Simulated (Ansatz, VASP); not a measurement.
Two plane-wave programs on C

The input INCAR:

```
PREC     = Accurate       # precision mode
ENCUT    = 600            # plane-wave cutoff, eV
EDIFF    = 1E-7           # SCF threshold, eV
ISMEAR   = 0              # smearing method
SIGMA    = 0.02           # smearing width, eV
LREAL    = F              # projectors in reciprocal space
LASPH    = T              # aspherical terms in the spheres
NELM     = 120            # most SCF steps
ALGO     = Normal         # electronic algorithm
ISIF     = 3              # what is computed and relaxed
LWAVE    = F              # write WAVECAR
LCHARG   = F              # write CHGCAR
IBRION   = 2              # ionic algorithm
NSW      = 100            # ionic steps
EDIFFG   = -0.002         # ionic threshold
GGA_COMPAT= F            
NELMIN   = 4
```

Contents of KPOINTS:

```
regular mesh
0
Gamma
  12 12 12
```

File POSCAR:

```
C
1.0
    0.0000000000      1.7660705302      1.7660705302
    1.7660705302      0.0000000000      1.7660705302
    1.7660705302      1.7660705302      0.0000000000
C
2
Direct
    0.0000000000      0.0000000000      0.0000000000
    0.2500000000      0.2500000000      0.2500000000
```

Input for Ansatz:

```yaml
crystal:
  lattice:
    - [0.0, 1.7660705302, 1.7660705302]
    - [1.7660705302, 0.0, 1.7660705302]
    - [1.7660705302, 1.7660705302, 0.0]
  atoms:
    - { symbol: C, position: [0.0, 0.0, 0.0] }
    - { symbol: C, position: [0.25, 0.25, 0.25] }
basis:
  ecutwfc: 420
kpoints:
  mp_grid: { grid: [12, 12, 12] }
hamiltonian:
  xc: lda
scf:
  occupations: { method: gaussian, width: 0.02 }
output:
  forces: true
  stress: true
  eigenvalues: true
relax:
  adjacent_minimum: "off"
  f_tol: 0.002
  max_steps: 80
  cell: { stress_tol: 0.02 }
```

Alike in both runs: task relaxation of cell and atoms; functional LDA; k mesh 12 × 12 × 12; occupations gaussian, width 0.02 eV; no spin polarisation.

|  | VASP | Ansatz |
| --- | --- | --- |
| version | VASP 6.6.1 | Ansatz 0.2.0 |
| potentials or method | VASP PAW LDA potentials, release 64 (C), cutoff 600 eV | scalar-relativistic, plane waves, PAW |
| valence electrons in the cell | 8 | 8 |

|  | VASP | Ansatz | Ansatz less VASP |
| --- | --- | --- | --- |
| gap on the k mesh at the Fermi level, each at its own relaxed structure (eV) | 4.19 | 4.20 | +0.004 |
| relaxed volume (Å³/atom) | 5.52 | 5.51 | -0.010 |
| relaxed cell length with the largest relative difference (Å) | 2.499 | 2.497 | -0.0015 |

LDA's correlation is that of Perdew and Zunger in VASP and of Perdew and Wang (1992) in Ansatz.
